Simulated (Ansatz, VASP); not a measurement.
# Two plane-wave programs on Al3N

```
Al N
1.0
     2.85676    0.00000    0.00000
     0.00000    2.85676    0.00000
     0.00000    0.00000   21.17470
Al N
3 1
Cartesian
  1.4284 1.4284 4.0000
  0.0000 0.0000 6.0848
  1.4284 1.4284 8.1747
  1.4284 1.4284 10.6447
```

Alike in both runs: task single point; functional PBE; k mesh 9 × 9 × 1; occupations gaussian, width 0.1 eV; collinear spin.

|  | VASP | Ansatz |
| --- | --- | --- |
| version | VASP 6.6.1 | Ansatz 0.2.0 |
| potentials or method | VASP PAW PBE potentials, release 64 (Al, N), cutoff 520 eV | scalar-relativistic, plane waves, PAW |
| valence electrons in the cell | 14 | 14 |

```tsv
	VASP	Ansatz	Ansatz less VASP
gap on the k mesh at the Fermi level (eV)	none	none	-
rms of the force components (eV/Å)	0.679	0.678	-0.0009
net moment per atom (μB)	0.55	0.55	+0.001
size of the moment on the site where the two differ most (μB)	1.59	2.06	+0.462
work function, face that differs most (eV)	6.89	6.89	-0.004
```

Site moments also hang on the region over which each program counts them. Atom by atom the forces differ by 0.001 eV/Å (rms over components). A gap of «none» marks a metal or a gap that the smearing closes. Ansatz's warnings: stability check not made, vacuum below fermi.
